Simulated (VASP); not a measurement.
Hf: single point with r2SCAN

Crystal: Hf.

```
Hf
1.0
     2.96198    0.00000    0.00000
    -1.48099    2.56515    0.00000
     0.00000    0.00000    4.71003
Hf
2
Direct
  0.33333 0.66667 0.25000
  0.66667 0.33333 0.75000
```

This cell differs from its parent crystal: volume scaled by 0.800.

| Property | Result |
| --- | --- |
| Program | VASP 6.6.1 |
| Task | single point |
| Functional | r2SCAN |
| Potentials or basis | VASP PAW PBE potentials, release 64 (Hf_pv) |
| Cutoff | 520 eV |
| k mesh | 18 × 18 × 10 |
| Occupations | gaussian, width 0.05 eV |
| Spin | no spin polarisation |
| Dipole correction | no |
| Further INCAR settings | ALGO = Normal; EDIFF = 1e-06; NBANDS = 17 |

```yaml
Pressure: 34.9 GPa
Band_gap_on_the_k_mesh: zero (band 10 reaches 7.83 eV, above the bottom of band 11 at 6.11 eV)
```

Stress tensor (GPa, compression positive):
```
35.06  0.00  0.00
 0.00 35.06  0.00
 0.00  0.00 34.69
```

Levels at points of the mesh, in eV from the Fermi level:
```tsv
k point	band 7	band 8	band 9	band 10	band 11	band 12	band 13	band 14
(0.00, 0.00, 0.00)	-8.43	-4.65	1.33	1.33	1.46	1.67	2.48	2.48
(0.50, 0.00, 0.00)	-3.86	-3.85	-3.18	-0.39	0.90	1.25	2.28	7.86
(0.00, 0.00, 0.50)	-5.94	-5.94	0.04	0.04	1.23	1.23	1.23	1.23
(0.50, 0.00, 0.50)	-4.36	-4.36	-1.53	-1.53	2.11	2.11	3.43	3.43
```

Wall time 3.7 min on 1 thread of Intel Xeon 6975P-C (shared host), peak memory 0.25 GiB.

Caveat: the PAW data sets were made with another functional, which shifts forces and pressure a little; spin-orbit coupling is left out, which moves the levels of the heavy elements.
